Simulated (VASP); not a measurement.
Here is a VASP 6.6.1 calculation.

Contents of INCAR:

```
PREC = Accurate
ENCUT = 520
EDIFF = 1E-6
ISMEAR = 0
SIGMA = 0.1
LREAL = False
LASPH = True
NELM = 100
ALGO = Fast
ISIF = 2
LWAVE = False
LCHARG = False
GGA = PS
NBANDS = 13
```

File KPOINTS:

```
regular mesh
0
Gamma
  18 18 18
```

Contents of POSCAR:

```
Mo
1.0
   -1.5646699832      1.5646699832      1.5646699832
    1.5646699832     -1.5646699832      1.5646699832
    1.5646699832      1.5646699832     -1.5646699832
Mo
1
Direct
    0.0000000000      0.0000000000      0.0000000000
```

Potentials or basis: VASP PAW PBE potentials, release 64 (Mo_sv).

Command:

```bash
$ cat potpaw_PBE.64/Mo_sv/POTCAR > POTCAR
$ mpirun -np 1 vasp_std > vasp.out
```

Problem. What does it give for the pressure?

Solution. 0.6 GPa.

Problem. Estimate the band gap on the k mesh.

Solution. Zero (band 7 reaches 16.91 eV, above the bottom of band 8 at 11.38 eV).

Caveat: the PAW data sets were made with another functional, which shifts forces and pressure a little.
